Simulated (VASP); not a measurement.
Write the native input for VASP 6.6.1 that does the following.

| Property | Result |
| --- | --- |
| Task | relaxation of cell and atoms |
| Functional | PBE |
| Potentials or basis | VASP PAW PBE potentials, release 64 (Ge_d, Cl) |
| Cutoff | 600 eV |
| k mesh | 4 × 4 × 4 |
| Occupations | gaussian, width 0.1 eV |
| Spin | no spin polarisation |
| Dipole correction | no |
| Further INCAR settings | ALGO = Normal; EDIFF = 1e-06; IBRION = 2; EDIFFG = -0.04; NSW = 90; ISIF = 3 |

The structure of GeCl2 lies in POSCAR:

```
GeCl2
1.0
    4.5514110700     -4.5514110700      0.0000000000
    4.5514110700      4.5514110700      0.0000000000
    0.0000000000      0.0000000000      4.5514110700
Ge Cl
3 6
Direct
    0.0000000000      0.0000000000      0.5000000000
    0.0000000000      0.5000000000      0.0000000000
    0.5000000000      0.0000000000      0.0000000000
    0.7707966700      0.7707966700      0.0000000000
    0.2707966700      0.7292033300      0.0000000000
    0.0000000000      0.5000000000      0.5000000000
    0.2292033300      0.2292033300      0.0000000000
    0.7292033300      0.2707966700      0.0000000000
    0.5000000000      0.0000000000      0.5000000000
```

These files were run (other wordings do the same):

INCAR

```
SYSTEM = GeCl2
PREC = Accurate
ENCUT = 600
EDIFF = 1E-6
ISMEAR = 0
SIGMA = 0.1
LREAL = .FALSE.
LASPH = .TRUE.
NELM = 100
ALGO = Normal
ISIF = 3
LWAVE = .FALSE.
LCHARG = .FALSE.
GGA = PE
IBRION = 2
NSW = 90
EDIFFG = -0.04
```

KPOINTS

```
Automatic mesh
0
G
  4 4 4
  0 0 0
```

Potentials or basis: VASP PAW PBE potentials, release 64 (Ge_d, Cl).

Command:

```console
$ cat potpaw_PBE.64/Ge_d/POTCAR potpaw_PBE.64/Cl/POTCAR > POTCAR
$ mpirun -np 1 vasp_std > vasp.out
```

Results of the run:

```
Relaxed volume                        : 28.42 Å³/atom
Relaxed cell                          : a = 7.117 Å, b = 7.117 Å, c = 5.052 Å, α = 90.00°, β = 90.00°, γ = 91.30°
Space group after relaxing (to 0.1 Å) : Cmmm (No. 65)
Energy gained by relaxing             : 446.0 meV/atom
Ionic steps                           : 26
Pressure after relaxing               : 0.0 GPa
Largest force after relaxing          : 0.040 eV/Å
Band gap on the k mesh                : zero (bands 42 and 43 overlap by 0.66 eV)
```

Caveat: the volume moved by over 15 % at a fixed basis, so the end points are rough.

Wall time 37 min on 1 thread of Intel(R) Xeon(R) 6975P-C (Granite Rapids), with other jobs on the host, peak memory 0.43 GiB.
